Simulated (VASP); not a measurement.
Wanted: the native input for a VASP 6.6.1 run.

```
Task                   : relaxation of cell and atoms
Functional             : PBEsol
Potentials or basis    : VASP PAW PBE potentials, release 64 (Na_pv)
Cutoff                 : 600 eV
k mesh                 : 12 × 12 × 12
Occupations            : gaussian, width 0.1 eV
Spin                   : no spin polarisation
Dipole correction      : no
Further INCAR settings : ALGO = Normal; EDIFF = 1e-06; IBRION = 2; EDIFFG = -0.01; NSW = 100; ISIF = 3
```

The structure of Na lies in POSCAR:

```
Na
1.0
    3.3818079441      0.0000000000      0.0000000000
    0.0000000000      3.3818079441      0.0000000000
    0.0000000000      0.0000000000      3.3818079441
Na
1
Direct
    0.0000000000      0.0000000000      0.0000000000
```

This isn't the form of Na at room conditions, which is bcc.

These files were run (other wordings do the same):

INCAR

```
SYSTEM = Na
PREC = Accurate ; ENCUT = 600
EDIFF = 1E-6 ; ISMEAR = 0
SIGMA = 0.1 ; LREAL = .False.
LASPH = .True. ; NELM = 100
ALGO = Normal ; ISIF = 3
LWAVE = .False. ; LCHARG = .False.
GGA = PS ; IBRION = 2
NSW = 100 ; EDIFFG = -0.01
```

KPOINTS

```
Automatic mesh
0
Gamma
  12 12 12
  0 0 0
```

Potentials or basis: VASP PAW PBE potentials, release 64 (Na_pv).

The run is started by

```bash
$ cat potpaw_PBE.64/Na_pv/POTCAR > POTCAR
$ mpirun -np 1 vasp_std > vasp.out
```

It gave:

```json
{
  "Pressure after relaxing": "0.0 GPa",
  "Band gap on the k mesh": "zero (an odd number of electrons rules out a gap without spin polarisation)"
}
```

Caveat: the relaxation stopped at its first step, so nothing moved; the PAW data sets were made with another functional, which shifts forces and pressure a little.

Wall time 9.3 s on 1 thread of Intel(R) Xeon(R) Platinum 8488C (Sapphire Rapids), on a shared host, peak memory 0.16 GiB.
